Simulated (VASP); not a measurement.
# TaBi (F-43m) in VASP: notebook, part 2 of 2

VASP 6.6.1.

## 4. Single point, PBE (36.07 Å³/atom)

This run uses another cell than the first one, of 36.07 Å³/atom.

Contents of INCAR:

```
SYSTEM = TaBi
PREC = Accurate ; ENCUT = 520
EDIFF = 1E-6 ; ISMEAR = 0
SIGMA = 0.05 ; LREAL = .FALSE.
LASPH = .TRUE. ; NELM = 60
ALGO = Normal ; ISIF = 2
LWAVE = .FALSE. ; LCHARG = .FALSE.
GGA = PE ; NBANDS = 20
```

Contents of KPOINTS:

```
regular mesh
0
G
  10 10 10
  0 0 0
```

Contents of POSCAR:

```
TaBi
1.0
    0.0000000000      3.3041669403      3.3041669403
    3.3041669403      0.0000000000      3.3041669403
    3.3041669403      3.3041669403      0.0000000000
Ta Bi
1 1
Direct
    0.0000000000      0.0000000000      0.0000000000
    0.2500000000      0.2500000000      0.2500000000
```

Potentials or basis: VASP PAW PBE potentials, release 64 (Ta_pv, Bi_d).

Run with:

```console
$ cat potpaw_PBE.64/Ta_pv/POTCAR potpaw_PBE.64/Bi_d/POTCAR > POTCAR
$ mpirun -np 1 vasp_std > vasp.out
```

OUTCAR:

```text
SYSTEM = TaBi
   PREC = Accurate
   ENCUT = 520
   EDIFF = 1E-6
   ISMEAR = 0
   LREAL = .FALSE.
   LASPH = .TRUE.
   NELM = 60
   ISIF = 2
   GGA = PE

 ion  position               nearest neighbor table
   1  0.000  0.000  0.000-   2 2.86   2 2.86   2 2.86   2 2.86
   2  0.250  0.250  0.250-   1 2.86   1 2.86   1 2.86   1 2.86

  LATTYP: Found a face centered cubic cell.
 ALAT       =     6.6083338806

  Lattice vectors:

 A1 = (   0.0000000000,   3.3041669403,   3.3041669403)
 A2 = (   3.3041669403,   0.0000000000,   3.3041669403)
 A3 = (   3.3041669403,   3.3041669403,   0.0000000000)

Analysis of symmetry for initial positions (statically):
=====================================================================
 Subroutine PRICEL returns:
 Original cell was already a primitive cell.

 Routine SETGRP: Setting up the symmetry group for a
 face centered cubic supercell.

 Subroutine GETGRP returns: Found 24 space group operations
 (whereof 24 operations were pure point group operations)
 out of a pool of 48 trial point group operations.

The static configuration has the point symmetry T_d .

Analysis of symmetry for dynamics (positions and initial velocities):
=====================================================================
 Subroutine PRICEL returns:
 Original cell was already a primitive cell.

 Routine SETGRP: Setting up the symmetry group for a
 face centered cubic supercell.

 Subroutine GETGRP returns: Found 24 space group operations
 (whereof 24 operations were pure point group operations)
 out of a pool of 48 trial point group operations.

The dynamic configuration has the point symmetry T_d .

 Subroutine INISYM returns: Found 24 space group operations
 (whereof 24 operations are pure point group operations),
 and found     1 'primitive' translations

----------------------------------------------------------------------------------------

                                     Primitive cell

  volume of cell :      72.1466

  direct lattice vectors                    reciprocal lattice vectors
     0.000000000  3.304166940  3.304166940    -0.151324073  0.151324073  0.151324073
     3.304166940  0.000000000  3.304166940     0.151324073 -0.151324073  0.151324073
     3.304166940  3.304166940  0.000000000     0.151324073  0.151324073 -0.151324073

  length of vectors
     4.672797699  4.672797699  4.672797699     0.262100983  0.262100983  0.262100983

  position of ions in fractional coordinates (direct lattice)
     0.000000000  0.000000000  0.000000000
     0.250000000  0.250000000  0.250000000

  ion indices of the primitive-cell ions
   primitive index   ion index
                 1           1
                 2           2

----------------------------------------------------------------------------------------

 KPOINTS: regular mesh

Automatic generation of k-mesh.
 Grid dimensions read from file:
 generate k-points for:   10   10   10

 Generating k-lattice:

  Cartesian coordinates                     Fractional coordinates (reciprocal lattice)
    -0.015132407  0.015132407  0.015132407     0.100000000  0.000000000  0.000000000
     0.015132407 -0.015132407  0.015132407     0.000000000  0.100000000  0.000000000
     0.015132407  0.015132407 -0.015132407     0.000000000  0.000000000  0.100000000

  Length of vectors
     0.026210098  0.026210098  0.026210098

  Shift w.r.t. Gamma in fractional coordinates (k-lattice)
     0.000000000  0.000000000  0.000000000

 Subroutine IBZKPT returns following result:
 ===========================================

 Found     47 irreducible k-points:

 Following reciprocal coordinates:
            Coordinates               Weight
  0.000000  0.000000  0.000000      1.000000
  0.100000  0.000000  0.000000      8.000000
  0.200000  0.000000  0.000000      8.000000
  0.300000  0.000000  0.000000      8.000000
  0.400000  0.000000  0.000000      8.000000
  0.500000  0.000000  0.000000      4.000000
[... 16 lines left out ...]
  0.300000  0.300000  0.000000      6.000000
  0.400000  0.300000  0.000000     24.000000
 [... further k-points ...]
   k-points           NKPTS =     47   k-points in BZ     NKDIM =     47   number of bands    NBANDS=     20
   number of dos      NEDOS =    301   number of ions     NIONS =      2
   total plane-waves  NPLWV =  46656
   dimension x,y,z NGX =    36 NGY =   36 NGZ =   36
   dimension x,y,z NGXF=    72 NGYF=   72 NGZF=   72
   ions per type =               1   1
   NGX,Y,Z   is equivalent  to a cutoff of  12.81, 12.81, 12.81 a.u.
   NGXF,Y,Z  is equivalent  to a cutoff of  25.62, 25.62, 25.62 a.u.
 SYSTEM =  TaBi
   PREC   = accura    normal or accurate (medium, high low for compatibility)
   ISTART =      0    job   : 0-new  1-cont  2-samecut
   ICHARG =      2    charge: 1-file 2-atom 10-const
   ISPIN  =      1    spin polarized calculation?
   LNONCOLLINEAR =      F non collinear calculations
   LSORBIT =      F    spin-orbit coupling
   LASPH  =      T    aspherical Exc in radial PAW
   ENCUT  =  520.0 eV  38.22 Ry    6.18 a.u.   8.69  8.69  8.69*2*pi/ulx,y,z
   NELM   =     60;   NELMIN=  2; NELMDL= -5     # of ELM steps
   EDIFF  = 0.1E-05   stopping-criterion for ELM
   LREAL  =      F    real-space projection
   EDIFFG = 0.1E-04   stopping-criterion for IOM
   NSW    =      0    number of steps for IOM
   IBRION =     -1    ionic relax: 0-MD 1-quasi-New 2-CG
   NFREE  =      0    steps in history (QN), initial steepest desc. (CG)
   ISIF   =      2    stress and relaxation
   ISYM   =      2    0-nonsym 1-usesym 2-fastsym
   POTIM  = 0.5000    time-step for ionic-motion
   TEBEG  =    0.0;   TEEND  =   0.0 temperature during run
   PSTRESS=    0.0 pullay stress
   NELECT =      26.0000    total number of electrons
   NUPDOWN=      -1.0000    fix difference up-down
   EMIN   =  10.00;   EMAX   =-10.00  energy-range for DOS
   EFERMI =   0.00;   METHOD = LEGACY
   ISMEAR =     0;   SIGMA  =   0.05  broadening in eV -4-tet -1-fermi 0-gaus
   EFERMI_NEDOS =   21; number of points for ismear=-14 and -15
   IALGO  =     38    algorithm
   IMIX   =      4    mixing-type and parameters
     AMIX     =   0.40;   BMIX     =  1.00
     AMIX_MAG =   1.60;   BMIX_MAG =  1.00
  volume/ion in A,a.u.               =      36.07       243.43
  Fermi-wavevector in a.u.,A,eV,Ry     =   1.165004  2.201538 18.466284  1.357234
  Thomas-Fermi vector in A             =   2.301535
   LORBIT       =      0    0 simple, 1 ext, 2 COOP (PROOUT), +10 PAW based schemes
   GGA     = PE    functional components
   LHFCALC =     F    Hartree Fock is set to
   AEXX    =    0.0000 exact exchange contribution
   IVDW    =     0    specifies the selected vdW correction
   LEPSILON=     F    determine dielectric tensor
   LRPA    =     F    only Hartree local field effects (RPA)
 non-spin polarized calculation
 Gauss-broadening in eV      SIGMA  =   0.05
  energy-cutoff  :      520.00
  volume of cell :       72.15
 maximum number of plane-waves:      1964
   NGX = 17   NGY = 17   NGZ = 17

 number of electron      26.0000002 magnetization

 Free energy of the ion-electron system (eV)
  ---------------------------------------------------
  ext. energy  EPLUGINS =         0.00000000
  ---------------------------------------------------
  free energy    TOTEN  =       -12.38951610 eV

  energy without entropy =      -12.38331198  energy(sigma->0) =      -12.38641404

 E-fermi :   3.8382     XC(G=0):  -9.1111

 val. band max:        3.8243009569   @ k =   0.5000   0.1000   0.0000
 cond. band min:       3.8484771142   @ k =  -0.4000   0.4000   0.2000
 fundamental gap:      0.0241761572
 Fermi energy:         3.8382294019

 k-point     1 :       0.0000    0.0000    0.0000
  band No.  band energies     occupation
      1     -31.6490      2.00000
      2     -31.6490      2.00000
      3     -31.6490      2.00000
      4     -18.6399      2.00000
      5     -18.6399      2.00000
      6     -18.6399      2.00000
[... 12 lines left out ...]
     19       9.4649      0.00000
     20       9.4649      0.00000
[... 507 lines left out ...]
 k-point    24 :       0.4000    0.3000    0.0000
  band No.  band energies     occupation
      1     -31.6530      2.00000
      2     -31.6498      2.00000
      3     -31.6496      2.00000
      4     -18.6557      2.00000
      5     -18.6423      2.00000
      6     -18.6416      2.00000
[... 12 lines left out ...]
     19       9.2754      0.00000
     20      11.7979      0.00000

 [... further k-points ...]

------------------------ aborting loop because EDIFF is reached ----------------------------------------

  FORCE on cell =-STRESS in cart. coord.  units (eV):
  Direction    XX          YY          ZZ          XY          YZ          ZX
  --------------------------------------------------------------------------------------
  -------------------------------------------------------------------------------------
  Total       -1.6561450     -1.6561450     -1.6561450     -0.0000000     -0.0000000     -0.0000000
  in kB      -36.7784135    -36.7784135    -36.7784135     -0.0000000     -0.0000000     -0.0000000
  external PRESSURE =     -36.7784135 kB  Pullay stress =       0.0000000 kB

 VOLUME and BASIS-vectors are now :
 -----------------------------------------------------------------------------
  energy-cutoff  :      520.00
  volume of cell :       72.15
      direct lattice vectors                 reciprocal lattice vectors
     0.000000000  3.304166940  3.304166940    -0.151324073  0.151324073  0.151324073
     3.304166940  0.000000000  3.304166940     0.151324073 -0.151324073  0.151324073
     3.304166940  3.304166940  0.000000000     0.151324073  0.151324073 -0.151324073

 POSITION                                       TOTAL-FORCE (eV/Angst)
 -----------------------------------------------------------------------------------
      0.00000      0.00000      0.00000         0.000000     -0.000000      0.000000
      1.65208      1.65208      1.65208        -0.000000      0.000000     -0.000000
 -----------------------------------------------------------------------------------
    total drift:                                0.000000      0.000000      0.000000

  FREE ENERGIE OF THE ION-ELECTRON SYSTEM (eV)
  ---------------------------------------------------
  free  energy   TOTEN  =       -12.3895161019 eV

  energy  without entropy=      -12.3833119781  energy(sigma->0) =      -12.38641404
```

OSZICAR:

```text
N       E                     dE             d eps       ncg     rms          rms(c)
DAV:   1     0.238059696680E+03    0.23806E+03   -0.13978E+04  1880   0.136E+03
DAV:   2     0.206316871765E+01   -0.23600E+03   -0.23114E+03  1972   0.379E+02
DAV:   3    -0.128327377539E+02   -0.14896E+02   -0.14597E+02  2396   0.101E+02
DAV:   4    -0.132566480112E+02   -0.42391E+00   -0.42043E+00  2216   0.182E+01
DAV:   5    -0.132718358728E+02   -0.15188E-01   -0.15178E-01  2488   0.335E+00    0.707E+00
DAV:   6    -0.124002973135E+02    0.87154E+00   -0.29979E+00  2420   0.899E+00    0.212E+00
DAV:   7    -0.123929882815E+02    0.73090E-02   -0.12629E-01  2088   0.297E+00    0.131E+00
DAV:   8    -0.123895309465E+02    0.34573E-02   -0.27093E-02  2224   0.185E+00    0.182E-01
DAV:   9    -0.123894648403E+02    0.66106E-04   -0.35627E-03  2328   0.632E-01    0.793E-02
DAV:  10    -0.123895061089E+02   -0.41269E-04   -0.30007E-04  2320   0.115E-01    0.266E-02
DAV:  11    -0.123895126144E+02   -0.65056E-05   -0.44146E-05  2144   0.522E-02    0.678E-03
DAV:  12    -0.123895160471E+02   -0.34326E-05   -0.29231E-06  1812   0.122E-02    0.327E-03
DAV:  13    -0.123895161019E+02   -0.54847E-07   -0.49173E-07  1460   0.528E-03
   1 F= -.12389516E+02 E0= -.12386414E+02  d E =-.620412E-02
```

stdout:

```text
POSCAR found type information on POSCAR TaBi
 POSCAR found :  2 types and       2 ions
 scaLAPACK will be used
 LDA part: xc-table for (Slater+PW92), standard interpolation
 POSCAR, INCAR and KPOINTS ok, starting setup
 FFT: planning ... GRIDC
 FFT: planning ... GRID_SOFT
 FFT: planning ... GRID
 WAVECAR not read
 entering main loop
```

Wall time 75 s (1 thread of Intel Xeon 8259CL, shared host); peak memory 0.24 GiB.

Results:

```yaml
Free_energy: -12.3895 eV
Pressure: -3.7 GPa
Band_gap_on_the_k_mesh: zero (bands 13 and 14 overlap by 0.33 eV)
```

Caveat: the cell stands under tension; spin-orbit coupling is left out, which moves the levels of the heavy elements.

## 5. The runs side by side

```csv
cell,gap on the mesh (eV),pressure (GPa)
"a = 4.599 Å, angles 60.0°, 2 atoms",none,-1.2
"a = 4.629 Å, angles 60.0°, 2 atoms",none,-2.3
"a = 4.673 Å, angles 60.0°, 2 atoms",none,-3.7
```

Alike in all rows: task single point; level PBE; potentials or basis VASP PAW PBE potentials, release 64 (Ta_pv, Bi_d); no spin polarisation; k mesh 10 × 10 × 10; cutoff (eV) 520; smearing gaussian 0.05 eV.

Caveats: spin-orbit coupling is left out, which moves the levels of the heavy elements; the cell stands under tension (at least some runs).

Absolute energies hang on the potentials; compare differences alone.

The gap in the log of VASP goes by the Fermi energy; the results here count the filled bands.